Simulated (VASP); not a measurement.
Input of a VASP 6.6.1 run:

The input POSCAR:

```
LiBr
1.0
    0.0000000000      2.7506500000      2.7506500000
    2.7506500000      0.0000000000      2.7506500000
    2.7506500000      2.7506500000      0.0000000000
Li Br
1 1
Direct
    0.0000000000      0.0000000000      0.0000000000
    0.5000000000      0.5000000000      0.5000000000
```

The input INCAR.step1:

```
PREC = Accurate
ENCUT = 830
ISMEAR = -1
SIGMA = 0.05
LREAL = F
LASPH = T
NELM = 120
NBANDS = 12
GGA = PE
ALGO = Normal
EDIFF = 1E-5
LWAVE = T
LCHARG = F
GGA_COMPAT = F
```

The input INCAR.step2:

```
PREC = Accurate
ENCUT = 830
EDIFF = 1E-6
ISMEAR = -1
SIGMA = 0.05
LREAL = F
LASPH = T
NELM = 120
ALGO = Normal
ISIF = 2
LWAVE = F
LCHARG = F
METAGGA = R2SCAN
LMIXTAU = T
NBANDS = 12
ISTART = 1
GGA_COMPAT = F
```

The input KPOINTS:

```
Automatic mesh
0
Gamma
  6 6 6
```

Potentials or basis: VASP PAW PBE potentials, release 64 (Li_sv, Br).

Launch:

```bash
$ cat potpaw_PBE.64/Li_sv/POTCAR potpaw_PBE.64/Br/POTCAR > POTCAR
$ cp INCAR.step1 INCAR
$ mpirun -np 1 vasp_std > vasp.out
$ cp INCAR.step2 INCAR
$ mpirun -np 1 vasp_std > vasp.out
```

(1) Predict the band gap on the k mesh.

(2) What does it give for the pressure?

Results:

(1) 5.87 eV, direct.

(2) -0.7 GPa.

Caveat: the PAW data sets were made with another functional, which shifts forces and pressure a little.
